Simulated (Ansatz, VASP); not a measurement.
One calculation of ZrS, two programs

```
Zr S
1.0
     0.00000    2.56714    2.56714
     2.62696    0.00000    2.56714
     2.62696    2.56714    0.00000
Zr S
1 1
Direct
  0.99632 0.00368 0.00368
  0.51046 0.48954 0.48954
```

Change from the starting cell: mode 4 frozen in at -0.054 Å, normal strain along x +0.0233.

Alike in both runs: task single point; functional LDA; k mesh 16 × 16 × 16; occupations gaussian, width 0.15 eV; no spin polarisation.

|  | VASP | Ansatz |
| --- | --- | --- |
| version | VASP 6.6.1 | Ansatz 0.2.0 |
| potentials or method | VASP PAW LDA potentials, release 64 (Zr_sv, S), cutoff 520 eV | scalar-relativistic, plane waves, PAW |
| valence electrons in the cell | 18 | 18 |

|  | VASP | Ansatz | Ansatz less VASP |
| --- | --- | --- | --- |
| gap on the k mesh at the Fermi level (eV) | none | none | - |
| pressure (GPa) | -2.7 | -2.9 | -0.18 |
| traceless stress, the component that is largest in VASP (GPa) | -3.38 | -3.35 | +0.031 |
| rms of the force components (eV/Å) | 0.174 | 0.172 | -0.0028 |

Ansatz warns that its potentials were made for another functional, while VASP's fit it. LDA's correlation is that of Perdew and Zunger in VASP and of Perdew and Wang (1992) in Ansatz. Atom by atom the forces differ by 0.003 eV/Å (rms over components). A gap of «none» marks a metal or a gap that the smearing closes.
